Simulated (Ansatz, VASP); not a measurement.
## One calculation of Os, two programs

```
Os
1.0
     2.71752    0.00000    0.00000
    -1.35876    2.35345    0.00000
     0.00000    0.00000    4.28446
Os
2
Direct
  0.33333 0.66667 0.25000
  0.66667 0.33333 0.75000
```

Alike in both runs: task single point; functional LDA; k mesh 13 × 13 × 8; occupations methfessel-paxton of order 1, width 0.6 eV; no spin polarisation.

|  | VASP | Ansatz |
| --- | --- | --- |
| version | VASP 6.6.1 | Ansatz 0.2.0 |
| potentials or method | VASP PAW LDA potentials, release 64 (Os), cutoff 520 eV | plane waves (420 eV) with PAW, scalar-relativistic |
| valence electrons in the cell | 16 | 32 |

```csv
,VASP,Ansatz,Ansatz less VASP
pressure (GPa),0.8,-0.2,-0.97
"traceless stress, the component that is largest in VASP (GPa)",-0.26,-0.17,+0.087
```

Ansatz warns that its potentials were made for another functional, while VASP's fit it. LDA's correlation is that of Perdew and Zunger in VASP and of Perdew and Wang (1992) in Ansatz. VASP's potentials hold 16 valence electrons a cell and Ansatz's 32, so a difference there can come from the potentials and not from the codes.

Neither program's run includes spin-orbit coupling.
